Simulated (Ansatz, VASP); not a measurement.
## One calculation of HfN, two programs

```xyz
2
Lattice="3.1037 0.0000 0.0000 -1.5519 2.6879 0.0000 0.0000 0.0000 2.9041" Properties=species:S:1:pos:R:3 pbc="T T T"
Hf    0.0000    0.0000    0.0000
N     1.5519    0.8960    1.4520
```

Alike in both runs: functional PBE; k mesh 6 × 6 × 6; occupations gaussian, width 0.1 eV; no spin polarisation.

Ansatz relaxed the structure, and its values are those at the end. VASP's run is a single point on that final structure, the one shown.

|  | VASP | Ansatz |
| --- | --- | --- |
| version | VASP 6.6.1 | Ansatz 0.2.0 |
| potentials or method | VASP PAW PBE potentials, release 64 (Hf_pv, N), cutoff 520 eV | scalar-relativistic, plane waves, PAW |
| valence electrons in the cell | 15 | 31 |

```tsv
	VASP	Ansatz	Ansatz less VASP
gap on the k mesh at the Fermi level (eV)	none	none	-
pressure (GPa)	-1.9	0.0	+1.96
```

A gap of «none» marks a metal or a gap that the smearing closes. VASP's potentials hold 15 valence electrons a cell and Ansatz's 31, so a difference there can come from the potentials and not from the codes.

The k mesh is coarse, so the values compare programs but aren't converged. Neither program's run includes spin-orbit coupling.
